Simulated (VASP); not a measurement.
# Ta (Im-3m) in VASP: further runs

Ta is run at these levels: PBEsol; tasks: single point.

Everything below comes from runs of VASP 6.6.1. Logs are shortened: lines on timing, memory, paths and dates and some standing lists are left out, and cuts for length are marked.

### Step 1. The cell of the first run

It takes space group Im-3m (No. 229, cubic). The conventional cell has a = 3.236 Å, b = 3.236 Å, c = 3.236 Å, α = 90.00°, β = 90.00°, γ = 90.00°. Within 3.7 Å of Ta (site symmetry m-3m) lie 14 Ta at 2.80 to 3.24 Å.

### Step 2. Single point, PBEsol (volume scaled by 0.9405)

Contents of INCAR:

```
  PREC = Accurate
  ENCUT = 520
  EDIFF = 1E-7
  ISMEAR = -1
  SIGMA = 0.08
  LREAL = F
  LASPH = T
  NELM = 100
  ALGO = Normal
  ISIF = 2
  LWAVE = F
  LCHARG = T
  GGA = PS
  LELF = T
  LVHAR = T
  NBANDS = 12
```

Contents of KPOINTS:

```
Automatic mesh
0
Gamma
  17 17 17
```

Contents of POSCAR:

```
Ta
1.0
   -1.6178577021      1.6178577021      1.6178577021
    1.6178577021     -1.6178577021      1.6178577021
    1.6178577021      1.6178577021     -1.6178577021
Ta
1
Direct
    0.0000000000      0.0000000000      0.0000000000
```

Potentials or basis: VASP PAW PBE potentials, release 64 (Ta_pv).

Run with:

```bash
> cat potpaw_PBE.64/Ta_pv/POTCAR > POTCAR
> mpirun -np 1 vasp_std > vasp.out
```

OUTCAR:

```text
PREC = Accurate
   ENCUT = 520
   EDIFF = 1E-7
   ISMEAR = -1
   LREAL = F
   LASPH = T
   NELM = 100
   ISIF = 2
   GGA = PS

 ion  position               nearest neighbor table
   1  0.000  0.000  0.000-

  LATTYP: Found a body centered cubic cell.
 ALAT       =     3.2357154042

  Lattice vectors:

 A1 = (  -1.6178577021,   1.6178577021,   1.6178577021)
 A2 = (   1.6178577021,  -1.6178577021,   1.6178577021)
 A3 = (   1.6178577021,   1.6178577021,  -1.6178577021)

Analysis of symmetry for initial positions (statically):
=====================================================================
 Subroutine PRICEL returns:
 Original cell was already a primitive cell.

 Routine SETGRP: Setting up the symmetry group for a
 body centered cubic supercell.

 Subroutine GETGRP returns: Found 48 space group operations
 (whereof 48 operations were pure point group operations)
 out of a pool of 48 trial point group operations.

The static configuration has the point symmetry O_h .

Analysis of symmetry for dynamics (positions and initial velocities):
=====================================================================
 Subroutine PRICEL returns:
 Original cell was already a primitive cell.

 Routine SETGRP: Setting up the symmetry group for a
 body centered cubic supercell.

 Subroutine GETGRP returns: Found 48 space group operations
 (whereof 48 operations were pure point group operations)
 out of a pool of 48 trial point group operations.

The dynamic configuration has the point symmetry O_h .

 Subroutine INISYM returns: Found 48 space group operations
 (whereof 48 operations are pure point group operations),
 and found     1 'primitive' translations

----------------------------------------------------------------------------------------

                                     Primitive cell

  volume of cell :      16.9387

  direct lattice vectors                    reciprocal lattice vectors
    -1.617857702  1.617857702  1.617857702     0.000000000  0.309050666  0.309050666
     1.617857702 -1.617857702  1.617857702     0.309050666  0.000000000  0.309050666
     1.617857702  1.617857702 -1.617857702     0.309050666  0.309050666  0.000000000

  length of vectors
     2.802211739  2.802211739  2.802211739     0.437063643  0.437063643  0.437063643

  position of ions in fractional coordinates (direct lattice)
     0.000000000  0.000000000  0.000000000

  ion indices of the primitive-cell ions
   primitive index   ion index
                 1           1

----------------------------------------------------------------------------------------

 KPOINTS: Automatic mesh

Automatic generation of k-mesh.
 Grid dimensions read from file:
 generate k-points for:   17   17   17

 Generating k-lattice:

  Cartesian coordinates                     Fractional coordinates (reciprocal lattice)
     0.000000000  0.018179451  0.018179451     0.058823529  0.000000000  0.000000000
     0.018179451  0.000000000  0.018179451     0.000000000  0.058823529  0.000000000
     0.018179451  0.018179451  0.000000000     0.000000000  0.000000000  0.058823529

  Length of vectors
     0.025709626  0.025709626  0.025709626

  Shift w.r.t. Gamma in fractional coordinates (k-lattice)
     0.000000000  0.000000000  0.000000000

 Subroutine IBZKPT returns following result:
 ===========================================

 Found    165 irreducible k-points:

 Following reciprocal coordinates:
            Coordinates               Weight
  0.000000  0.000000  0.000000      1.000000
  0.058824  0.000000  0.000000     12.000000
  0.117647  0.000000  0.000000     12.000000
  0.176471  0.000000  0.000000     12.000000
  0.235294  0.000000  0.000000     12.000000
  0.294118  0.000000  0.000000     12.000000
[... 16 lines left out ...]
  0.411765  0.117647  0.000000     48.000000
  0.176471  0.176471  0.000000     24.000000
 [... further k-points ...]
   k-points           NKPTS =    165   k-points in BZ     NKDIM =    165   number of bands    NBANDS=     12
   number of dos      NEDOS =    301   number of ions     NIONS =      1
   total plane-waves  NPLWV =  13824
   dimension x,y,z NGX =    24 NGY =   24 NGZ =   24
   dimension x,y,z NGXF=    48 NGYF=   48 NGZF=   48
   ions per type =               1
   NGX,Y,Z   is equivalent  to a cutoff of  14.24, 14.24, 14.24 a.u.
   NGXF,Y,Z  is equivalent  to a cutoff of  28.48, 28.48, 28.48 a.u.
 SYSTEM =  unknown system
   PREC   = accura    normal or accurate (medium, high low for compatibility)
   ISTART =      0    job   : 0-new  1-cont  2-samecut
   ICHARG =      2    charge: 1-file 2-atom 10-const
   ISPIN  =      1    spin polarized calculation?
   LNONCOLLINEAR =      F non collinear calculations
   LSORBIT =      F    spin-orbit coupling
   LASPH  =      T    aspherical Exc in radial PAW
   ENCUT  =  520.0 eV  38.22 Ry    6.18 a.u.   5.21  5.21  5.21*2*pi/ulx,y,z
   NELM   =    100;   NELMIN=  2; NELMDL= -5     # of ELM steps
   EDIFF  = 0.1E-06   stopping-criterion for ELM
   LREAL  =      F    real-space projection
   EDIFFG = 0.1E-05   stopping-criterion for IOM
   NSW    =      0    number of steps for IOM
   IBRION =     -1    ionic relax: 0-MD 1-quasi-New 2-CG
   NFREE  =      0    steps in history (QN), initial steepest desc. (CG)
   ISIF   =      2    stress and relaxation
   ISYM   =      2    0-nonsym 1-usesym 2-fastsym
   POTIM  = 0.5000    time-step for ionic-motion
   TEBEG  =    0.0;   TEEND  =   0.0 temperature during run
   PSTRESS=    0.0 pullay stress
   NELECT =      11.0000    total number of electrons
   NUPDOWN=      -1.0000    fix difference up-down
   EMIN   =  10.00;   EMAX   =-10.00  energy-range for DOS
   EFERMI =   0.00;   METHOD = LEGACY
   ISMEAR =    -1;   SIGMA  =   0.08  broadening in eV -4-tet -1-fermi 0-gaus
   EFERMI_NEDOS =   21; number of points for ismear=-14 and -15
   IALGO  =     38    algorithm
   IMIX   =      4    mixing-type and parameters
     AMIX     =   0.40;   BMIX     =  1.00
     AMIX_MAG =   1.60;   BMIX_MAG =  1.00
  volume/ion in A,a.u.               =      16.94       114.31
  Fermi-wavevector in a.u.,A,eV,Ry     =   1.417682  2.679030 27.345281  2.009821
  Thomas-Fermi vector in A             =   2.538886
   LORBIT       =      0    0 simple, 1 ext, 2 COOP (PROOUT), +10 PAW based schemes
   GGA     = PS    functional components
   LHFCALC =     F    Hartree Fock is set to
   AEXX    =    0.0000 exact exchange contribution
   IVDW    =     0    specifies the selected vdW correction
   LEPSILON=     F    determine dielectric tensor
   LRPA    =     F    only Hartree local field effects (RPA)
 non-spin polarized calculation
  energy-cutoff  :      520.00
  volume of cell :       16.94
 maximum number of plane-waves:       472
 NGX is ok and might be reduce to    24
   NGX = 11   NGY = 11   NGZ = 11

 number of electron      10.9999998 magnetization

 Free energy of the ion-electron system (eV)
  ---------------------------------------------------
  ext. energy  EPLUGINS =         0.00000000
  ---------------------------------------------------
  free energy    TOTEN  =       -12.54277890 eV

  energy without entropy =      -12.51659338  energy(sigma->0) =      -12.52968614

 E-fermi :   5.8123     XC(G=0): -13.0463

 val. band max:        5.7881328658   @ k =   0.1765   0.0588  -0.0000
 cond. band min:       5.8244264035   @ k =  -0.2941   0.4118   0.1176
 fundamental gap:      0.0362935376
 Fermi energy:         5.8122650533

 k-point     1 :       0.0000    0.0000    0.0000
  band No.  band energies     occupation
      1     -26.9518      2.00000
      2     -26.9518      2.00000
      3     -26.9518      2.00000
      4      -2.3350      2.00000
      5       6.5409      0.00022
      6       6.5409      0.00022
      7       6.5409      0.00022
      8      10.0350      0.00000
      9      10.0350      0.00000
     10      20.6996      0.00000
     11      21.1584      0.00000
     12      21.1584      0.00000

 k-point     2 :       0.0588    0.0000    0.0000
  band No.  band energies     occupation
      1     -27.0056      2.00000
      2     -26.9680      2.00000
      3     -26.9521      2.00000
      4      -2.1668      2.00000
      5       6.4301      0.00088
      6       6.5099      0.00033
      7       6.7059      0.00003
      8       9.8499      0.00000
      9      10.0343      0.00000
     10      20.6995      0.00000
     11      21.3142      0.00000
     12      21.4499      0.00000

 k-point     3 :       0.1176    0.0000    0.0000
  band No.  band energies     occupation
      1     -27.1575      2.00000
      2     -27.0141      2.00000
      3     -26.9532      2.00000
      4      -1.6842      2.00000
      5       6.1288      0.03753
      6       6.3748      0.00176
      7       7.1949      0.00000
      8       9.4861      0.00000
      9      10.0433      0.00000
     10      20.6989      0.00000
     11      21.7033      0.00000
     12      22.2911      0.00000
[... 286 lines left out ...]
 k-point    23 :       0.4118    0.1176    0.0000
  band No.  band energies     occupation
      1     -28.3218      2.00000
      2     -27.4727      2.00000
      3     -27.0334      2.00000
      4       1.6349      2.00000
      5       4.1960      2.00000
      6       6.8336      0.00001
      7       9.7699      0.00000
      8      11.3310      0.00000
      9      14.7401      0.00000
     10      17.8605      0.00000
     11      19.1881      0.00000
     12      20.7211      0.00000

 k-point    24 :       0.1765    0.1765    0.0000
  band No.  band energies     occupation
      1     -27.8869      2.00000
      2     -27.2612      2.00000
      3     -27.0491      2.00000
      4       1.0997      2.00000
      5       4.8366      1.99999
      6       5.1450      1.99952
      7       8.9975      0.00000
      8      10.8265      0.00000
      9      11.0119      0.00000
     10      20.6633      0.00000
     11      21.2095      0.00000
     12      23.3238      0.00000

 [... further k-points ...]
[... 5 lines left out ...]
  --------------------------------------------------------------------------------------
  -------------------------------------------------------------------------------------
  Total        1.0527179      1.0527179      1.0527179      0.0000000      0.0000000     -0.0000000
  in kB       99.5730136     99.5730136     99.5730136      0.0000000      0.0000000     -0.0000000
  external PRESSURE =      99.5730136 kB  Pullay stress =       0.0000000 kB

 VOLUME and BASIS-vectors are now :
 -----------------------------------------------------------------------------
  energy-cutoff  :      520.00
  volume of cell :       16.94
      direct lattice vectors                 reciprocal lattice vectors
    -1.617857702  1.617857702  1.617857702     0.000000000  0.309050666  0.309050666
     1.617857702 -1.617857702  1.617857702     0.309050666  0.000000000  0.309050666
     1.617857702  1.617857702 -1.617857702     0.309050666  0.309050666  0.000000000

 POSITION                                       TOTAL-FORCE (eV/Angst)
 -----------------------------------------------------------------------------------
      0.00000      0.00000      0.00000        -0.000000      0.000000     -0.000000
 -----------------------------------------------------------------------------------
    total drift:                                0.000000      0.000000     -0.000000

  FREE ENERGIE OF THE ION-ELECTRON SYSTEM (eV)
  ---------------------------------------------------
  free  energy   TOTEN  =       -12.5427788973 eV

  energy  without entropy=      -12.5165933775  energy(sigma->0) =      -12.52968614
```

Wall time 18 s (1 thread of Intel Xeon Platinum 8488C (Sapphire Rapids), shared host); peak memory 0.16 GiB.

What came out:

```yaml
Free_energy: -12.5428 eV
Pressure: 10.0 GPa
```

Caveat: the PAW data sets were made with another functional, which shifts forces and pressure a little; spin-orbit coupling is left out, which moves the levels of the heavy elements.

### Step 3. Single point, PBEsol (volume scaled by 0.97)

Contents of INCAR:

```
SYSTEM = Ta
ALGO = Normal ; EDIFF = 1E-7
ENCUT = 520 ; GGA = PS
ISIF = 2 ; ISMEAR = -1
LASPH = .True. ; LCHARG = .False.
LREAL = .False. ; LWAVE = .False.
NBANDS = 12 ; NELM = 100
PREC = Accurate ; SIGMA = 0.08
```

Contents of KPOINTS:

```
k-points
0
Gamma
  17 17 17
  0 0 0
```

Contents of POSCAR:

```
Ta
1.0
   -1.6345992636      1.6345992636      1.6345992636
    1.6345992636     -1.6345992636      1.6345992636
    1.6345992636      1.6345992636     -1.6345992636
Ta
1
Direct
    0.0000000000      0.0000000000      0.0000000000
```

Potentials or basis: VASP PAW PBE potentials, release 64 (Ta_pv).

Run with:

```bash
> cat potpaw_PBE.64/Ta_pv/POTCAR > POTCAR
> mpirun -np 1 vasp_std > vasp.out
```

OUTCAR:

```text
SYSTEM = Ta
   EDIFF = 1E-7
   ENCUT = 520
   GGA = PS
   ISIF = 2
   ISMEAR = -1
   LASPH = .True.
   LREAL = .False.
   NELM = 100
   PREC = Accurate

 ion  position               nearest neighbor table
   1  0.000  0.000  0.000-

  LATTYP: Found a body centered cubic cell.
 ALAT       =     3.2691985272

  Lattice vectors:

 A1 = (  -1.6345992636,   1.6345992636,   1.6345992636)
 A2 = (   1.6345992636,  -1.6345992636,   1.6345992636)
 A3 = (   1.6345992636,   1.6345992636,  -1.6345992636)

Analysis of symmetry for initial positions (statically):
=====================================================================
 Subroutine PRICEL returns:
 Original cell was already a primitive cell.

 Routine SETGRP: Setting up the symmetry group for a
 body centered cubic supercell.

 Subroutine GETGRP returns: Found 48 space group operations
 (whereof 48 operations were pure point group operations)
 out of a pool of 48 trial point group operations.

The static configuration has the point symmetry O_h .

Analysis of symmetry for dynamics (positions and initial velocities):
=====================================================================
 Subroutine PRICEL returns:
 Original cell was already a primitive cell.

 Routine SETGRP: Setting up the symmetry group for a
 body centered cubic supercell.

 Subroutine GETGRP returns: Found 48 space group operations
 (whereof 48 operations were pure point group operations)
 out of a pool of 48 trial point group operations.

The dynamic configuration has the point symmetry O_h .

 Subroutine INISYM returns: Found 48 space group operations
 (whereof 48 operations are pure point group operations),
 and found     1 'primitive' translations

----------------------------------------------------------------------------------------

[... 109 lines left out ...]
     AMIX     =   0.40;   BMIX     =  1.00
     AMIX_MAG =   1.60;   BMIX_MAG =  1.00
  volume/ion in A,a.u.               =      17.47       117.89
  Fermi-wavevector in a.u.,A,eV,Ry     =   1.403162  2.651591 26.788009  1.968863
  Thomas-Fermi vector in A             =   2.525851
   LORBIT       =      0    0 simple, 1 ext, 2 COOP (PROOUT), +10 PAW based schemes
   GGA     = PS    functional components
   LHFCALC =     F    Hartree Fock is set to
   AEXX    =    0.0000 exact exchange contribution
   IVDW    =     0    specifies the selected vdW correction
   LEPSILON=     F    determine dielectric tensor
   LRPA    =     F    only Hartree local field effects (RPA)
 non-spin polarized calculation
  energy-cutoff  :      520.00
  volume of cell :       17.47
 maximum number of plane-waves:       479
 NGX is ok and might be reduce to    24
   NGX = 11   NGY = 11   NGZ = 11

 number of electron      11.0000001 magnetization

 Free energy of the ion-electron system (eV)
  ---------------------------------------------------
  ext. energy  EPLUGINS =         0.00000000
  ---------------------------------------------------
  free energy    TOTEN  =       -12.56367194 eV

  energy without entropy =      -12.53700082  energy(sigma->0) =      -12.55033638

 E-fermi :   5.5626     XC(G=0): -12.8855

 val. band max:        5.5613617295   @ k =   0.1765   0.0588   0.0000
 cond. band min:       5.5634563657   @ k =   0.3529   0.1765   0.1176
 fundamental gap:      0.0020946362
 Fermi energy:         5.5625661678

 k-point     1 :       0.0000    0.0000    0.0000
  band No.  band energies     occupation
      1     -27.3335      2.00000
      2     -27.3335      2.00000
      3     -27.3335      2.00000
      4      -2.4767      2.00000
      5       6.2881      0.00023
      6       6.2881      0.00023
      7       6.2881      0.00023
      8       9.6683      0.00000
      9       9.6683      0.00000
     10      20.3366      0.00000
     11      20.7545      0.00000
     12      20.7545      0.00000
[... 331 lines left out ...]
 k-point    24 :       0.1765    0.1765    0.0000
  band No.  band energies     occupation
      1     -28.1786      2.00000
      2     -27.6134      2.00000
      3     -27.4212      2.00000
      4       0.8721      2.00000
      5       4.6439      1.99998
      6       4.9321      1.99924
      7       8.6701      0.00000
      8      10.4069      0.00000
      9      10.5790      0.00000
     10      20.2760      0.00000
     11      20.6276      0.00000
     12      22.7103      0.00000

 [... further k-points ...]
[... 5 lines left out ...]
  --------------------------------------------------------------------------------------
  -------------------------------------------------------------------------------------
  Total        0.2960605      0.2960605      0.2960605      0.0000000      0.0000000      0.0000000
  in kB       27.1517096     27.1517096     27.1517096      0.0000000      0.0000000      0.0000000
  external PRESSURE =      27.1517096 kB  Pullay stress =       0.0000000 kB

 VOLUME and BASIS-vectors are now :
 -----------------------------------------------------------------------------
  energy-cutoff  :      520.00
  volume of cell :       17.47
      direct lattice vectors                 reciprocal lattice vectors
    -1.634599264  1.634599264  1.634599264     0.000000000  0.305885370  0.305885370
     1.634599264 -1.634599264  1.634599264     0.305885370  0.000000000  0.305885370
     1.634599264  1.634599264 -1.634599264     0.305885370  0.305885370  0.000000000

 POSITION                                       TOTAL-FORCE (eV/Angst)
 -----------------------------------------------------------------------------------
      0.00000      0.00000      0.00000         0.000000      0.000000      0.000000
 -----------------------------------------------------------------------------------
    total drift:                               -0.000000      0.000000     -0.000000

  FREE ENERGIE OF THE ION-ELECTRON SYSTEM (eV)
  ---------------------------------------------------
  free  energy   TOTEN  =       -12.5636719370 eV

  energy  without entropy=      -12.5370008180  energy(sigma->0) =      -12.55033638
```

stdout:

```text
POSCAR found type information on POSCAR Ta
 POSCAR found :  1 types and       1 ions
 scaLAPACK will be used
 -----------------------------------------------------------------------------
|                                                                             |
|                                                                             |
|     You enforced a specific xc type in the INCAR file but a different       |
|     I HOPE YOU KNOW WHAT YOU ARE DOING!                                     |
|                                                                             |
 -----------------------------------------------------------------------------

 LDA part: xc-table for (Slater+PW92), standard interpolation
 POSCAR, INCAR and KPOINTS ok, starting setup
 FFT: planning ... GRIDC
 FFT: planning ... GRID_SOFT
 FFT: planning ... GRID
 WAVECAR not read
 entering main loop
```

It took 15 s on 1 thread of Intel Xeon Platinum 8488C (Sapphire Rapids), shared host; peak memory 0.16 GiB.

What came out:

* Free energy: -12.5637 eV
* Pressure: 2.7 GPa

Levels at points of the mesh, in eV from the Fermi level:
```
           k point  band 2  band 3  band 4  band 5  band 6  band 7  band 8  band 9  band 10  band 11
(0.00, 0.00, 0.00)  -32.90  -32.90   -8.04    0.73    0.73    0.73    4.11    4.11    14.77    15.19
```

Caveat: the PAW data sets were made with another functional, which shifts forces and pressure a little; spin-orbit coupling is left out, which moves the levels of the heavy elements.

(Part 1 of 2 ends here.)
